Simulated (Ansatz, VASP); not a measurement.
Two plane-wave programs on SiBBr

```
CELL_PARAMETERS angstrom
3.52034 0.00000 0.00000
-1.76017 3.04871 0.00000
0.00000 0.00000 10.07075
ATOMIC_POSITIONS crystal
Si 0.00000 0.00000 0.35215
Si 0.00000 0.00000 0.85215
B 0.66667 0.33333 0.82853
B 0.33333 0.66667 0.32853
Br 0.33333 0.66667 0.11172
Br 0.66667 0.33333 0.61172
```

Change from the starting cell: species swapped into the DyCuGe type (P6_3mc, No. 186).

Alike in both runs: functional PBE; k mesh 6 × 6 × 4; occupations gaussian, width 0.1 eV; no spin polarisation.

Ansatz relaxed the structure, and its values are those at the end. VASP's run is a single point on that final structure, the one shown.

|  | VASP | Ansatz |
| --- | --- | --- |
| version | VASP 6.6.1 | Ansatz 0.2.0 |
| potentials or method | VASP PAW PBE potentials, release 64 (Si, B, Br), cutoff 520 eV | scalar-relativistic, plane waves, PAW |
| valence electrons in the cell | 28 | 28 |

```tsv
	VASP	Ansatz	Ansatz less VASP
gap on the k mesh at the Fermi level (eV)	none	none	-
pressure (GPa)	0.0	0.0	0.00
rms of the force components (eV/Å)	0.005	0.007	+0.0013
```

A gap of «none» marks a metal or a gap that the smearing closes. With one functional, cell and mesh, what is left measures potentials, basis and numerics.
